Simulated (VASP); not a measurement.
# Tl (Im-3m) in VASP: single point with LDA

Aim: the single point of Tl with LDA.

All numbers are computed with VASP 6.6.1; they aren't measurements. Logs are shortened: lines on timing, memory, paths and dates and some standing lists are left out, and cuts for length are marked.

## Step 1: The cell of the first run

Symmetry: Im-3m, No. 229, cubic system. The conventional cell has a = 3.882 Å, b = 3.882 Å, c = 3.882 Å, α = 90.00°, β = 90.00°, γ = 90.00°. Within 4.4 Å of Tl (site symmetry m-3m) lie 14 Tl at 3.36 to 3.88 Å.

## Step 2: Single point, LDA

INCAR reads:

```
SYSTEM = Tl
PREC     = Accurate       ! precision mode
ENCUT    = 500            ! plane-wave cutoff, eV
EDIFF    = 1E-6           ! SCF threshold, eV
ISMEAR   = -1             ! smearing method
SIGMA    = 0.1            ! smearing width, eV
LREAL    = .False.        ! projectors in reciprocal space
LASPH    = .True.         ! aspherical terms in the spheres
NELM     = 120            ! most SCF steps
ALGO     = Normal         ! electronic algorithm
ISIF     = 2              ! what is computed and relaxed
LWAVE    = .False.        ! write WAVECAR
LCHARG   = .False.        ! write CHGCAR
GGA      = CA             ! functional
NBANDS   = 12             ! bands
GGA_COMPAT= .False.
```

KPOINTS reads:

```
Automatic mesh
0
Gamma
  8 8 8
  0 0 0
```

POSCAR reads:

```
Tl
1.0
    3.3619110000      0.0000000000      0.0000000000
   -1.1206369649      3.1696401002      0.0000000000
   -1.1206369649     -1.5848199756      2.7449888906
Tl
1
Direct
    0.0000000000      0.0000000000      0.0000000000
```

Potentials or basis: VASP PAW LDA potentials, release 64 (Tl_d).

Command:

```console
$ cat potpaw_LDA.64/Tl_d/POTCAR > POTCAR
$ mpirun -np 1 vasp_std > vasp.out
```

OUTCAR:

```text
SYSTEM = Tl
   PREC = Accurate
   ENCUT = 500
   EDIFF = 1E-6
   ISMEAR = -1
   LREAL = .False.
   LASPH = .True.
   NELM = 120
   ISIF = 2
   GGA = CA

 ion  position               nearest neighbor table
   1  0.000  0.000  0.000-

  LATTYP: Found a body centered cubic cell.
 ALAT       =     3.8820004416

  Lattice vectors:

 A1 = (   3.3619110000,   0.0000000000,   0.0000000000)
 A2 = (  -1.1206369649,   3.1696401002,   0.0000000000)
 A3 = (  -1.1206369649,  -1.5848199756,   2.7449888906)

Analysis of symmetry for initial positions (statically):
=====================================================================
 Subroutine PRICEL returns:
 Original cell was already a primitive cell.

 Routine SETGRP: Setting up the symmetry group for a
 body centered cubic supercell.

 Subroutine GETGRP returns: Found 48 space group operations
 (whereof 48 operations were pure point group operations)
 out of a pool of 48 trial point group operations.

The static configuration has the point symmetry O_h .

Analysis of symmetry for dynamics (positions and initial velocities):
=====================================================================
 Subroutine PRICEL returns:
 Original cell was already a primitive cell.

 Routine SETGRP: Setting up the symmetry group for a
 body centered cubic supercell.

 Subroutine GETGRP returns: Found 48 space group operations
 (whereof 48 operations were pure point group operations)
 out of a pool of 48 trial point group operations.

The dynamic configuration has the point symmetry O_h .

 Subroutine INISYM returns: Found 48 space group operations
 (whereof 48 operations are pure point group operations),
 and found     1 'primitive' translations

----------------------------------------------------------------------------------------

                                     Primitive cell

  volume of cell :      29.2507

  direct lattice vectors                    reciprocal lattice vectors
     3.361911000  0.000000000  0.000000000     0.297449873  0.105164407  0.182150091
    -1.120636965  3.169640100  0.000000000     0.000000000  0.315493232  0.182150091
    -1.120636965 -1.584819976  2.744988891     0.000000000  0.000000000  0.364300199

  length of vectors
     3.361911000  3.361911000  3.361911000     0.364300199  0.364300199  0.364300199

  position of ions in fractional coordinates (direct lattice)
     0.000000000  0.000000000  0.000000000

  ion indices of the primitive-cell ions
   primitive index   ion index
                 1           1

----------------------------------------------------------------------------------------

 KPOINTS: Automatic mesh

Automatic generation of k-mesh.
 Grid dimensions read from file:
 generate k-points for:    8    8    8

 Generating k-lattice:

  Cartesian coordinates                     Fractional coordinates (reciprocal lattice)
     0.037181234  0.013145551  0.022768761     0.125000000  0.000000000  0.000000000
     0.000000000  0.039436654  0.022768761     0.000000000  0.125000000  0.000000000
     0.000000000  0.000000000  0.045537525     0.000000000  0.000000000  0.125000000

  Length of vectors
     0.045537525  0.045537525  0.045537525

  Shift w.r.t. Gamma in fractional coordinates (k-lattice)
     0.000000000  0.000000000  0.000000000

 Subroutine IBZKPT returns following result:
 ===========================================

 Found     29 irreducible k-points:

 Following reciprocal coordinates:
            Coordinates               Weight
  0.000000  0.000000  0.000000      1.000000
  0.125000 -0.000000  0.000000     12.000000
  0.250000 -0.000000  0.000000     12.000000
  0.375000 -0.000000  0.000000     12.000000
  0.500000 -0.000000  0.000000      6.000000
  0.125000  0.125000  0.000000     24.000000
[... 16 lines left out ...]
 -0.250000  0.250000  0.250000      6.000000
 -0.375000  0.375000  0.250000     24.000000
 [... further k-points ...]
   k-points           NKPTS =     29   k-points in BZ     NKDIM =     29   number of bands    NBANDS=     12
   number of dos      NEDOS =    301   number of ions     NIONS =      1
   total plane-waves  NPLWV =  21952
   dimension x,y,z NGX =    28 NGY =   28 NGZ =   28
   dimension x,y,z NGXF=    56 NGYF=   56 NGZF=   56
   ions per type =               1
   NGX,Y,Z   is equivalent  to a cutoff of  13.85, 13.85, 13.85 a.u.
   NGXF,Y,Z  is equivalent  to a cutoff of  27.69, 27.69, 27.69 a.u.
 SYSTEM =  Tl
   PREC   = accura    normal or accurate (medium, high low for compatibility)
   ISTART =      0    job   : 0-new  1-cont  2-samecut
   ICHARG =      2    charge: 1-file 2-atom 10-const
   ISPIN  =      1    spin polarized calculation?
   LNONCOLLINEAR =      F non collinear calculations
   LSORBIT =      F    spin-orbit coupling
   LASPH  =      T    aspherical Exc in radial PAW
   ENCUT  =  500.0 eV  36.75 Ry    6.06 a.u.   6.13  6.13  6.13*2*pi/ulx,y,z
   NELM   =    120;   NELMIN=  2; NELMDL= -5     # of ELM steps
   EDIFF  = 0.1E-05   stopping-criterion for ELM
   LREAL  =      F    real-space projection
   EDIFFG = 0.1E-04   stopping-criterion for IOM
   NSW    =      0    number of steps for IOM
   IBRION =     -1    ionic relax: 0-MD 1-quasi-New 2-CG
   NFREE  =      0    steps in history (QN), initial steepest desc. (CG)
   ISIF   =      2    stress and relaxation
   ISYM   =      2    0-nonsym 1-usesym 2-fastsym
   POTIM  = 0.5000    time-step for ionic-motion
   TEBEG  =    0.0;   TEEND  =   0.0 temperature during run
   PSTRESS=    0.0 pullay stress
   NELECT =      13.0000    total number of electrons
   NUPDOWN=      -1.0000    fix difference up-down
   EMIN   =  10.00;   EMAX   =-10.00  energy-range for DOS
   EFERMI =   0.00;   METHOD = LEGACY
   ISMEAR =    -1;   SIGMA  =   0.10  broadening in eV -4-tet -1-fermi 0-gaus
   EFERMI_NEDOS =   21; number of points for ismear=-14 and -15
   IALGO  =     38    algorithm
   IMIX   =      4    mixing-type and parameters
     AMIX     =   0.40;   BMIX     =  1.00
     AMIX_MAG =   1.60;   BMIX_MAG =  1.00
  volume/ion in A,a.u.               =      29.25       197.39
  Fermi-wavevector in a.u.,A,eV,Ry     =   1.249330  2.360891 21.236306  1.560824
  Thomas-Fermi vector in A             =   2.383375
   LORBIT       =      0    0 simple, 1 ext, 2 COOP (PROOUT), +10 PAW based schemes
   GGA     = CA    functional components
   LHFCALC =     F    Hartree Fock is set to
   AEXX    =    0.0000 exact exchange contribution
   IVDW    =     0    specifies the selected vdW correction
   LEPSILON=     F    determine dielectric tensor
   LRPA    =     F    only Hartree local field effects (RPA)
 non-spin polarized calculation
  energy-cutoff  :      500.00
  volume of cell :       29.25
 maximum number of plane-waves:       767
 NGX is ok and might be reduce to    28
   NGX = 13   NGY = 13   NGZ = 13

 number of electron      13.0000002 magnetization

 Free energy of the ion-electron system (eV)
  ---------------------------------------------------
  ext. energy  EPLUGINS =         0.00000000
  ---------------------------------------------------
  free energy    TOTEN  =        -2.91180510 eV

  energy without entropy =       -2.88443478  energy(sigma->0) =       -2.89811994

 E-fermi :   6.0320     XC(G=0): -10.3937

 val. band max:        5.9446991406   @ k =   0.2500   0.2500   0.0000
 cond. band min:       6.0448341537   @ k =  -0.3750   0.3750   0.1250
 fundamental gap:      0.1001350132
 Fermi energy:         6.0319776877

 k-point     1 :       0.0000    0.0000    0.0000
  band No.  band energies     occupation
      1      -5.5360      2.00000
      2      -5.5360      2.00000
      3      -5.5360      2.00000
      4      -5.1195      2.00000
      5      -5.1195      2.00000
      6      -3.8589      2.00000
      7      16.5737      0.00000
      8      16.5737      0.00000
      9      16.5737      0.00000
     10      18.3552      0.00000
     11      18.3552      0.00000
     12      18.3552      0.00000

 k-point     2 :       0.1250   -0.0000    0.0000
  band No.  band energies     occupation
      1      -5.5620      2.00000
      2      -5.5215      2.00000
      3      -5.4423      2.00000
      4      -5.1465      2.00000
      5      -5.1198      2.00000
      6      -3.5075      2.00000
      7      13.6788      0.00000
      8      15.4672      0.00000
      9      15.8616      0.00000
     10      17.4646      0.00000
     11      18.0806      0.00000
     12      18.4275      0.00000

 k-point     3 :       0.2500   -0.0000    0.0000
  band No.  band energies     occupation
      1      -5.6244      2.00000
      2      -5.5454      2.00000
      3      -5.2068      2.00000
      4      -5.1790      2.00000
      5      -5.1198      2.00000
      6      -2.4221      2.00000
      7       9.4711      0.00000
      8      13.6265      0.00000
      9      14.4869      0.00000
     10      16.6329      0.00000
     11      17.6337      0.00000
     12      19.4528      0.00000
[... 286 lines left out ...]
 k-point    23 :      -0.2500    0.2500    0.2500
  band No.  band energies     occupation
      1      -5.4203      2.00000
      2      -5.3150      2.00000
      3      -5.3150      2.00000
      4      -5.2691      2.00000
      5      -5.2280      2.00000
      6      -1.0466      2.00000
      7       9.7216      0.00000
      8      10.8488      0.00000
      9      10.8488      0.00000
     10      14.0951      0.00000
     11      21.3738      0.00000
     12      21.3747      0.00000

 k-point    24 :      -0.3750    0.3750    0.2500
  band No.  band energies     occupation
      1      -5.5311      2.00000
      2      -5.3990      2.00000
      3      -5.3205      2.00000
      4      -5.1929      2.00000
      5      -4.9966      2.00000
      6       0.6031      2.00000
      7       6.9577      0.00019
      8       9.6049      0.00000
      9      10.5907      0.00000
     10      14.3317      0.00000
     11      18.7368      0.00000
     12      21.2838      0.00000

 [... further k-points ...]
[... 5 lines left out ...]
  --------------------------------------------------------------------------------------
  -------------------------------------------------------------------------------------
  Total       -0.3890806     -0.3890806     -0.3890806     -0.0000000     -0.0000000     -0.0000000
  in kB      -21.3114706    -21.3114708    -21.3114714     -0.0000002     -0.0000006     -0.0000004
  external PRESSURE =     -21.3114709 kB  Pullay stress =       0.0000000 kB

 VOLUME and BASIS-vectors are now :
 -----------------------------------------------------------------------------
  energy-cutoff  :      500.00
  volume of cell :       29.25
      direct lattice vectors                 reciprocal lattice vectors
     3.361911000  0.000000000  0.000000000     0.297449873  0.105164407  0.182150091
    -1.120636965  3.169640100  0.000000000     0.000000000  0.315493232  0.182150091
    -1.120636965 -1.584819976  2.744988891     0.000000000  0.000000000  0.364300199

 POSITION                                       TOTAL-FORCE (eV/Angst)
 -----------------------------------------------------------------------------------
      0.00000      0.00000      0.00000         0.000000     -0.000000      0.000000
 -----------------------------------------------------------------------------------
    total drift:                               -0.000000      0.000000     -0.000000

  FREE ENERGIE OF THE ION-ELECTRON SYSTEM (eV)
  ---------------------------------------------------
  free  energy   TOTEN  =        -2.9118050986 eV

  energy  without entropy=       -2.8844347812  energy(sigma->0) =       -2.89811994
```

Run time: 3.5 s. Hardware: 1 thread of Intel Xeon 6975P-C (Granite Rapids), shared host; peak memory 0.14 GiB.

What came out:

| Item | Value |
| --- | --- |
| Free energy | -2.9118 eV |
| Pressure | -2.1 GPa |

Levels at points of the mesh, in eV from the Fermi level:
```tsv
k point	band 3	band 4	band 5	band 6	band 7	band 8	band 9	band 10
(0.00, 0.00, 0.00)	-11.57	-11.15	-11.15	-9.89	10.54	10.54	10.54	12.32
(0.50, 0.00, 0.00)	-11.18	-11.15	-10.88	-5.02	-2.64	5.69	7.09	10.02
(0.50, 0.50, 0.50)	-10.95	-10.95	-10.95	-1.70	1.42	1.42	1.42	6.52
```

Caveat: spin-orbit coupling is left out, which moves the levels of the heavy elements.
